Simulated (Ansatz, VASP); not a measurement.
Ag: VASP beside Ansatz

File POSCAR:

```
Ag
1.0
    0.0000000000      1.8802372116      2.4443083751
    1.8802372116      0.0000000000      2.4443083751
    1.8802372116      1.8802372116      0.0000000000
Ag
1
Direct
    0.0000000000      0.0000000000      0.0000000000
```

File INCAR.step1:

```
SYSTEM = Ag
ALGO = Normal
EDIFF = 1E-4
ENCUT = 520
GGA = PE
ISMEAR = 0
LASPH = .True.
LCHARG = .False.
LREAL = .False.
LWAVE = .True.
NBANDS = 12
NELM = 100
PREC = Accurate
SIGMA = 0.15
```

INCAR.step2

```
SYSTEM = Ag
ALGO = Normal
EDIFF = 1E-7
ENCUT = 520
ISIF = 2
ISMEAR = 0
ISTART = 1
LASPH = .True.
LCHARG = .False.
LMIXTAU = .True.
LREAL = .False.
LWAVE = .False.
METAGGA = R2SCAN
NBANDS = 12
NELM = 100
PREC = Accurate
SIGMA = 0.15
```

Contents of KPOINTS:

```
k-points
0
Gamma
  28 28 28
  0 0 0
```

Input for Ansatz:

```yaml
crystal:
  lattice:
    - [0.0, 1.8802372116, 2.4443083751]
    - [1.8802372116, 0.0, 2.4443083751]
    - [1.8802372116, 1.8802372116, 0.0]
  atoms:
    - { symbol: Ag, position: [0.0, 0.0, 0.0] }
basis:
  ecutwfc: 500
kpoints:
  mp_grid: { grid: [28, 28, 28] }
hamiltonian:
  xc: r2scan
scf:
  occupations: { method: gaussian, width: 0.15 }
output:
  forces: true
  stress: true
  eigenvalues: true
```

Alike in both runs: task single point; functional r2SCAN; k mesh 28 × 28 × 28; occupations gaussian, width 0.15 eV; no spin polarisation.

|  | VASP | Ansatz |
| --- | --- | --- |
| version | VASP 6.6.1 | Ansatz 0.2.0 |
| potentials or method | VASP PAW PBE potentials, release 64 (Ag), cutoff 520 eV | scalar-relativistic, plane waves, PAW |
| valence electrons in the cell | 11 | 19 |

|  | VASP | Ansatz | Ansatz less VASP |
| --- | --- | --- | --- |
| gap on the k mesh at the Fermi level (eV) | none | none | - |
| pressure (GPa) | 4.6 | 4.4 | -0.21 |
| traceless stress, the component that is largest in VASP (GPa) | -12.36 | -12.16 | +0.205 |

VASP's potentials were made for PBE, not for r2SCAN. A gap of «none» marks a metal or a gap that the smearing closes. With one functional, cell and mesh, what is left measures potentials, basis and numerics. VASP's potentials hold 11 valence electrons a cell and Ansatz's 19, so a difference there can come from the potentials and not from the codes.
